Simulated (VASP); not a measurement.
Here is a VASP 6.6.1 calculation.

Contents of POSCAR:

```
TaN
1.0
    0.0000000000      2.1790000000      2.1790000000
    2.1790000000      0.0000000000      2.1790000000
    2.1790000000      2.1790000000      0.0000000000
Ta N
1 1
Direct
    0.5000000000      0.5000000000      0.5000000000
    0.0229463056      0.0229463056     -0.0229463056
```

File INCAR.step1:

```
PREC = Accurate ; ENCUT = 520
ISMEAR = 0 ; SIGMA = 0.15
LREAL = False ; LASPH = True
NELM = 80 ; NBANDS = 15
GGA = PE ; ALGO = Normal
EDIFF = 1E-4 ; LWAVE = True
LCHARG = False
```

The input INCAR.step2:

```
PREC = Accurate ; ENCUT = 520
EDIFF = 1E-7 ; ISMEAR = 0
SIGMA = 0.15 ; LREAL = False
LASPH = True ; NELM = 80
ALGO = Normal ; ISIF = 2
LWAVE = False ; LCHARG = False
METAGGA = R2SCAN ; LMIXTAU = True
NBANDS = 15 ; ISTART = 1
```

File KPOINTS:

```
regular mesh
0
Gamma
  18 18 18
```

Potentials or basis: VASP PAW PBE potentials, release 64 (Ta_pv, N).

Launch:

```console
$ cat potpaw_PBE.64/Ta_pv/POTCAR potpaw_PBE.64/N/POTCAR > POTCAR
$ cp INCAR.step1 INCAR
$ mpirun -np 1 vasp_std > vasp.out
$ cp INCAR.step2 INCAR
$ mpirun -np 1 vasp_std > vasp.out
```

Problem. Estimate the pressure.

Solution. 13.7 GPa.

Problem. Predict the band gap on the k mesh.

Solution. Zero (band 8 reaches 11.88 eV, above the bottom of band 9 at 7.97 eV).

Forces on the atoms (eV/Å):
```
Ta   0.000  0.000  0.928
N    0.000  0.000 -0.928
```

Caveat: the cell differs from its parent crystal (all N atoms moved -0.100 Å, as atom 2 towards its neighbour atom 1 (Ta) at 2.179 Å); the PAW data sets were made with another functional, which shifts forces and pressure a little; spin-orbit coupling is left out, which moves the levels of the heavy elements.
